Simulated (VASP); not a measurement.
# PbSe: relaxation of cell and atoms with PBEsol

Crystal: PbSe.

```xyz
2
Lattice="0.0000 3.1087 3.1087 3.1087 0.0000 3.1087 3.1087 3.1087 0.0000" Properties=species:S:1:pos:R:3 pbc="T T T"
Pb    0.0000    0.0000    0.0000
Se    3.1087    3.1087    3.1087
```

| Item | Value |
| --- | --- |
| Program | VASP 6.6.1 |
| Task | relaxation of cell and atoms |
| Functional | PBEsol |
| Potentials or basis | VASP PAW PBE potentials, release 64 (Pb_d, Se) |
| Cutoff | 600 eV |
| k mesh | 6 × 6 × 6 |
| Occupations | fermi-dirac, width 0.02 eV |
| Spin | no spin polarisation |
| Dipole correction | no |
| Further INCAR settings | ALGO = Normal; EDIFF = 1e-07; IBRION = 2; EDIFFG = -0.005; NSW = 80; ISIF = 3 |

- Relaxed volume: 28.40 Å³/atom
- Relaxed cell: a = 4.315 Å, b = 4.315 Å, c = 4.315 Å, α = 60.00°, β = 60.00°, γ = 60.00°
- Space group after relaxing (to 0.05 Å): Fm-3m (No. 225)
- Energy gained by relaxing: 14.3 meV/atom
- Ionic steps: 3
- Pressure after relaxing: 0.0 GPa
- Band gap on the k mesh: 0.17 eV, direct

The path:
```csv
step,energy change (eV),largest force (eV/Å),pressure (GPa),volume (Å³)
1,0.0000,0.0000,-2.66,60.08
2,-0.0259,0.0000,0.94,55.84
3,-0.0287,0.0000,0.01,56.80
```

Final structure:
```cif
data_structure
_symmetry_space_group_name_H-M 'P 1'
_symmetry_Int_Tables_number 1
_cell_length_a 4.3146
_cell_length_b 4.3146
_cell_length_c 4.3146
_cell_angle_alpha 60.000
_cell_angle_beta 60.000
_cell_angle_gamma 60.000
_cell_volume 56.80
loop_
_atom_site_label
_atom_site_type_symbol
_atom_site_fract_x
_atom_site_fract_y
_atom_site_fract_z
_atom_site_occupancy
Pb1 Pb 0.00000 0.00000 0.00000 1
Se1 Se 0.50000 0.50000 0.50000 1
```

Levels at points of the mesh, in eV from the valence-band top:
```
           k point  band 8  band 9  band 10  band 11  band 12  band 13
(0.00, 0.00, 0.00)   -1.92   -1.92    -1.92     4.69     4.69     4.69
(0.50, 0.00, 0.00)   -1.50   -1.50     0.00     0.17     1.62     1.62
(0.50, 0.50, 0.00)   -5.11   -3.31    -3.31     3.53     5.61     5.61
```

Wall time 26 s on 1 thread of AMD EPYC 9R45 (Zen 5) (shared host), peak memory 0.18 GiB.

Caveat: the PAW data sets were made with another functional, which shifts forces and pressure a little; spin-orbit coupling is left out, which moves the levels of the heavy elements. A k mesh can miss the band edges.
